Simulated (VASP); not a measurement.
**LaS3: single point with PBE**

Crystal: LaS3.

```xyz
4
Lattice="4.0605 0.0000 0.0000 -2.0302 3.5165 0.0000 0.0000 0.0000 8.4828" Properties=species:S:1:pos:R:3 pbc="T T T"
La    0.0000    0.0000    0.0000
S     0.0000    0.0000    6.6531
S     0.0000    0.0000    1.8297
S     0.0000    0.0000    4.2414
```

| Item | Value |
| --- | --- |
| Program | VASP 6.6.1 |
| Task | single point |
| Functional | PBE |
| Potentials or basis | VASP PAW PBE potentials, release 64 (La, S) |
| Cutoff | 500 eV |
| k mesh | 6 × 6 × 2 |
| Occupations | gaussian, width 0.1 eV |
| Spin | no spin polarisation |
| Dipole correction | no |
| Further INCAR settings | ALGO = Normal; EDIFF = 1e-06; NBANDS = 22 |

- Pressure: 41.7 GPa
- Largest force: 25.753 eV/Å

Forces on the atoms (eV/Å):
```
La    0.000   0.000   0.000
S     0.000   0.000 -25.753
S     0.000   0.000  25.753
S     0.000   0.000   0.000
```

Stress tensor (GPa, compression positive):
```
  0.10   0.00   0.00
  0.00   0.10   0.00
  0.00   0.00 125.05
```

Levels at points of the mesh, in eV from the Fermi level:
```
           k point  band 11  band 12  band 13  band 14  band 15  band 16  band 17  band 18
(0.00, 0.00, 0.00)    -2.12    -2.12    -0.96    -0.28     0.34     0.34     1.41     1.90
(0.50, 0.00, 0.00)    -2.37    -2.37    -0.88    -0.72    -0.08     0.07     2.27     2.62
(0.00, 0.00, 0.50)    -1.93    -1.93    -1.82     0.08     0.08     1.40     1.90     1.90
(0.50, 0.00, 0.50)    -2.98    -2.15    -1.41    -0.50    -0.24     2.12     2.41     2.49
```

Run time: 37 s on 1 thread of Intel(R) Xeon(R) 6975P-C (Granite Rapids), with other jobs on the host, peak memory 0.24 GiB.

Caveat: the k points lie up to 0.37 Å⁻¹ apart; spin-orbit coupling is left out, which moves the levels of the heavy elements; forces of over 1 eV/Å act on the atoms, so gaps and moduli don't describe the material at rest.
